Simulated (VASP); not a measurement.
# Br (Cmce) in VASP: a series of runs, part 2 of 2

VASP 6.6.1. Earlier steps stand in the parts before.

### Step 5. Relaxation of cell and atoms, PBE+D3(BJ)

This run uses another cell than the first one: it holds 4 atoms, not 8.

INCAR

```
PREC = Accurate ; ENCUT = 600
EDIFF = 1E-6 ; ISMEAR = 0
SIGMA = 0.02 ; LREAL = False
LASPH = True ; NELM = 80
ALGO = Normal ; ISIF = 3
LWAVE = False ; LCHARG = False
GGA = PE ; IVDW = 12
IBRION = 2 ; NSW = 100
EDIFFG = -0.005
```

KPOINTS

```
Automatic mesh
0
Gamma
  8 8 4
```

POSCAR

```
Br
1.0
    3.4400627491     -2.1010555702      0.0000000000
    3.4400627491      2.1010555702      0.0000000000
    0.0000000000      0.0000000000      8.4765523132
Br
4
Direct
    0.1538722549      0.8461277451      0.1191331060
    0.6538722549      0.3461277451      0.3808668940
    0.8461277451      0.1538722549      0.8808668940
    0.3461277451      0.6538722549      0.6191331060
```

Potentials or basis: VASP PAW PBE potentials, release 64 (Br).

On the command line:

```sh
cat potpaw_PBE.64/Br/POTCAR > POTCAR
mpirun -np 1 vasp_std > vasp.out
```

OUTCAR:

```text
PREC = Accurate
   ENCUT = 600
   EDIFF = 1E-6
   ISMEAR = 0
   LREAL = False
   LASPH = True
   NELM = 80
   ISIF = 3
   GGA = PE
   IVDW = 12
   IBRION = 2
   NSW = 100
   EDIFFG = -0.005
 IVDW          = 12

 ion  position               nearest neighbor table
   1  0.154  0.846  0.119-   3 2.40
   2  0.654  0.346  0.381-   4 2.40
   3  0.846  0.154  0.881-   1 2.40
   4  0.346  0.654  0.619-   2 2.40

  LATTYP: Found a base centered orthorhombic cell.
 ALAT       =     4.2021111404
 B/A-ratio  =     1.6373021247
 C/A-ratio  =     2.0172127842

  Lattice vectors:

 A1 = (  -3.4400627491,  -2.1010555702,   0.0000000000)
 A2 = (   3.4400627491,  -2.1010555702,   0.0000000000)
 A3 = (   0.0000000000,   0.0000000000,   8.4765523132)

Analysis of symmetry for initial positions (statically):
[... 307 lines left out ...]

 number of electron      28.0000003 magnetization

------------------------ aborting loop because EDIFF is reached ----------------------------------------
[... 79 lines left out ...]
--------------------------------------- Ionic step       21  -------------------------------------------

 number of electron      28.0000003 magnetization

 Free energy of the ion-electron system (eV)
  ---------------------------------------------------
  ext. energy  EPLUGINS =         0.00000000
  ---------------------------------------------------
  free energy    TOTEN  =        -6.46333196 eV

  energy without entropy =       -6.46333196  energy(sigma->0) =       -6.46333196

 E-fermi :   0.4989     XC(G=0):  -8.2862

 val. band max:        0.4119711709   @ k =   0.0000   0.0000   0.0000
 cond. band min:       1.7275019624   @ k =   0.1250   0.0000   0.0000
 fundamental gap:      1.3155307915
 Fermi energy:         0.4989155389

 k-point     1 :       0.0000    0.0000    0.0000
  band No.  band energies     occupation
      1     -15.5173      2.00000
      2     -14.8348      2.00000
      3     -13.3989      2.00000
      4     -12.1536      2.00000
      5      -4.7187      2.00000
      6      -3.1853      2.00000
[... 481 lines left out ...]
      5      -4.6346      2.00000
      6      -3.9750      2.00000
[... 10 lines left out ...]
     17       7.5355      0.00000
     18       7.8459      0.00000

 [... further k-points ...]

------------------------ aborting loop because EDIFF is reached ----------------------------------------

 Edisp (eV)   -0.92760

 E8    (eV) :    -0.3674
[... 27 lines left out ...]
  FREE ENERGIE OF THE ION-ELECTRON SYSTEM (eV)
  ---------------------------------------------------
  free  energy   TOTEN  =        -7.3909358118 eV

  energy  without entropy=       -7.3909358118  energy(sigma->0) =       -7.39093581

 reached required accuracy - stopping structural energy minimisation
```

CONTCAR:

```text
Br
   1.00000000000000
     3.4948018060844679   -2.0710422460128082   -0.0000000000000000
     3.4948018060844679    2.0710422460128082    0.0000000000000000
     0.0000000000000000    0.0000000000000000    8.5820801363137793
  Br
     4
Direct
     0.1510820582210048    0.8489179417789955    0.1191431204229284
     0.6510820582210045    0.3489179417789953    0.3808568795770716
     0.8489179417789955    0.1510820582210048    0.8808568795770717
     0.3489179417789953    0.6510820582210045    0.6191431204229283

  0.00000000E+00  0.00000000E+00  0.00000000E+00
  0.00000000E+00  0.00000000E+00  0.00000000E+00
  0.00000000E+00  0.00000000E+00  0.00000000E+00
  0.00000000E+00  0.00000000E+00  0.00000000E+00
```

Run time: 7.9 min. Hardware: 1 thread of Intel Xeon 6975P-C (Granite Rapids), shared host; peak memory 0.35 GiB.

Results:

```
Free energy                           : -7.3909 eV
Relaxed volume                        : 31.06 Å³/atom
Relaxed cell                          : a = 4.062 Å, b = 4.062 Å, c = 8.582 Å, α = 90.00°, β = 90.00°, γ = 61.30°
Space group after relaxing (to 0.1 Å) : Cmce (No. 64)
Energy gained by relaxing             : 0.6 meV/atom
Ionic steps                           : 21
Pressure after relaxing               : 0.0 GPa
Band gap on the k mesh                : 1.32 eV (least direct gap 1.36 eV)
Dispersion energy per atom            : -0.232 eV
```

Step by step:
```csv
step,energy change (eV),largest force (eV/Å),pressure (GPa),volume (Å³)
1,0.0000,0.0142,0.10,122.53
2,-0.0005,0.0206,0.04,122.87
3,-0.0011,0.0349,-0.07,123.59
4,-0.0010,0.0643,-0.30,125.04
5,-0.0013,0.0467,-0.17,124.19
6,-0.0015,0.0390,-0.15,124.26
7,-0.0019,0.0196,-0.08,124.45
8,-0.0020,0.0413,0.03,124.85
9,-0.0021,0.0233,-0.02,124.68
10,-0.0022,0.0210,-0.02,124.67
11,-0.0023,0.0139,-0.02,124.65
12,-0.0024,0.0043,-0.02,124.61
13,-0.0024,0.0082,-0.02,124.59
14,-0.0025,0.0024,-0.01,124.51
15,-0.0024,0.0151,0.06,124.26
16,-0.0025,0.0063,0.03,124.38
17,-0.0025,0.0059,0.03,124.37
18,-0.0025,0.0051,0.03,124.32
19,-0.0025,0.0037,0.02,124.22
20,-0.0025,0.0036,0.02,124.20
21,-0.0025,0.0011,0.01,124.23
```

Final structure:
```cif
data_structure
_symmetry_space_group_name_H-M 'P 1'
_symmetry_Int_Tables_number 1
_cell_length_a 4.0624
_cell_length_b 4.0624
_cell_length_c 8.5821
_cell_angle_alpha 90.000
_cell_angle_beta 90.000
_cell_angle_gamma 61.303
_cell_volume 124.23
loop_
_atom_site_label
_atom_site_type_symbol
_atom_site_fract_x
_atom_site_fract_y
_atom_site_fract_z
_atom_site_occupancy
Br1 Br 0.15108 0.84892 0.11914 1
Br2 Br 0.65108 0.34892 0.38086 1
Br3 Br 0.84892 0.15108 0.88086 1
Br4 Br 0.34892 0.65108 0.61914 1
```

A k mesh can miss the band edges. Zero-point motion and thermal expansion aren't in these numbers.

### Step 6. Summary

```tsv
task	cell	k mesh	cutoff (eV)	gap on the mesh (eV)	pressure (GPa)	largest force (eV/Å)
single point	a = 6.988, b = 4.151, c = 8.573 Å, 8 atoms, atomic positions A	4 × 8 × 4	520	1.32	0.0	0.01
single point	a = 4.064, b = 4.064, c = 8.573 Å, angles 90.0, 90.0, 61.4°, 4 atoms, atomic positions B	8 × 8 × 4	520	1.33	0.0	0.01
relaxation of cell and atoms	relaxed from a = 4.031, b = 4.031, c = 8.477 Å, angles 90.0, 90.0, 62.8°, 4 atoms, atomic positions C	8 × 8 × 4	600	1.32	0.0	-
```

Alike in all rows: level PBE+D3(BJ); potentials or basis VASP PAW PBE potentials, release 64 (Br); no spin polarisation; smearing gaussian 0.02 eV.

Absolute energies hang on the potentials; compare differences alone.
